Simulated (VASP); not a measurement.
A run of VASP 6.6.1 is set up as follows.

Contents of INCAR:

```
SYSTEM = AlPd4
ALGO = Fast ; EDIFF = 1E-6
EDIFFG = -0.01 ; ENCUT = 600
GGA = PE ; IBRION = 2
ISIF = 3 ; ISMEAR = 0
LASPH = .True. ; LCHARG = .False.
LREAL = .False. ; LWAVE = .False.
NELM = 60 ; NSW = 100
PREC = Accurate ; SIGMA = 0.1
```

File KPOINTS:

```
k-points
0
Gamma
  10 10 10
  0 0 0
```

Contents of POSCAR:

```
AlPd4
1.0
   -2.9902244782      2.9902244782      2.5699581728
    2.9902244782     -2.9902244782      2.5699581728
    2.9902244782      2.9902244782     -2.5699581728
Al Pd
1 4
Direct
    0.0000000000      0.0000000000      0.0000000000
    0.7178312918      0.7178312918      0.4356625837
    0.2821687082      0.2821687082      0.5643374163
    0.7178312918      0.2821687082      0.0000000000
    0.2821687082      0.7178312918      0.0000000000
```

Potentials or basis: VASP PAW PBE potentials, release 64 (Al, Pd).

Command:

```bash
$ cat potpaw_PBE.64/Al/POTCAR potpaw_PBE.64/Pd/POTCAR > POTCAR
$ mpirun -np 1 vasp_std > vasp.out
```

Q: Predict the space group after relaxing (to 0.05 Å).

A: I4/mmm (No. 139).

Q: Estimate the relaxed volume.

A: 18.36 Å³/atom.

Q: Estimate the relaxed cell.

A: a = 4.948 Å, b = 4.948 Å, c = 4.948 Å, α = 105.55°, β = 105.55°, γ = 117.63°.

The path:
```
step  energy change (eV)  largest force (eV/Å)  pressure (GPa)  volume (Å³)
   1              0.0000                0.0449           -0.09        91.92
   2             -0.0008                0.0323            0.02        91.77
   3             -0.0008                0.0292            0.07        91.74
   4             -0.0010                0.0010           -0.03        91.82
```
